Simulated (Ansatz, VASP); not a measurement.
# CoO: VASP beside Ansatz

The input INCAR:

```
SYSTEM = CoO
PREC     = Accurate       ! precision mode
ENCUT    = 520            ! plane-wave cutoff, eV
EDIFF    = 1E-6           ! SCF threshold, eV
ISMEAR   = -1             ! smearing method
SIGMA    = 0.05           ! smearing width, eV
LREAL    = .False.        ! projectors in reciprocal space
LASPH    = .True.         ! aspherical terms in the spheres
NELM     = 150            ! most SCF steps
ALGO     = Normal         ! electronic algorithm
ISIF     = 2              ! what is computed and relaxed
LWAVE    = .False.        ! write WAVECAR
LCHARG   = .False.        ! write CHGCAR
ISPIN    = 2              ! spin polarisation
MAGMOM   = 2 0            ! initial moments
LORBIT   = 11             ! projections on sites
LMAXMIX  = 4              ! l up to which the mixer works
NBANDS   = 18             ! bands
```

File KPOINTS:

```
regular mesh
0
Gamma
  12 12 12
  0 0 0
```

POSCAR

```
CoO
1.0
   -1.5278443810      1.5278443810      2.1349776590
    1.5278443810     -1.5278443810      2.1349776590
    1.5278443810      1.5278443810     -2.1349776590
Co O
1 1
Direct
    0.0000000000      0.0000000000      0.0000000000
    0.5000000000      0.5000000000      0.0000000000
```

input.yaml

```yaml
crystal:
  lattice:
    - [-1.527844381, 1.527844381, 2.134977659]
    - [1.527844381, -1.527844381, 2.134977659]
    - [1.527844381, 1.527844381, -2.134977659]
  atoms:
    - { symbol: Co, position: [0.0, 0.0, 0.0], spin: 2.0 }
    - { symbol: O, position: [0.5, 0.5, 0.0] }
kpoints:
  mp_grid: { grid: [12, 12, 12] }
scf:
  occupations: { method: fermi_dirac, width: 0.05 }
hamiltonian:
  xc: lda
  pseudopotentials: { kind: all_electron, lapw: { basis_error: 0.001 } }
magnetization:
  spin_polarized: true
output:
  forces: true
  stress: true
  eigenvalues: true
```

Change from the starting cell: volume scaled by 1.04.

Alike in both runs: task single point; functional LDA; k mesh 12 × 12 × 12; occupations fermi-dirac, width 0.05 eV; collinear spin.

|  | VASP | Ansatz |
| --- | --- | --- |
| version | VASP 6.6.1 | Ansatz 0.2.0 |
| potentials or method | VASP PAW LDA potentials, release 64 (Co, O), cutoff 520 eV | all-electron LAPW, scalar-relativistic |

|  | VASP | Ansatz | Ansatz less VASP |
| --- | --- | --- | --- |
| gap on the k mesh at the Fermi level (eV) | none | none | - |
| pressure (GPa) | -23.6 | -22.6 | +1.01 |
| traceless stress, the component that is largest in VASP (GPa) | -0.45 | -0.24 | +0.212 |
| net moment per atom (μB) | 1.42 | 1.48 | +0.051 |
| size of the moment on the site where the two differ most (μB) | 2.47 | 2.57 | +0.096 |

LDA's correlation is that of Perdew and Zunger in VASP and of Perdew and Wang (1992) in Ansatz. Site moments also hang on the region over which each program counts them. A gap of «none» marks a metal or a gap that the smearing closes. Ansatz ran all-electron here, and VASP with PAW potentials.
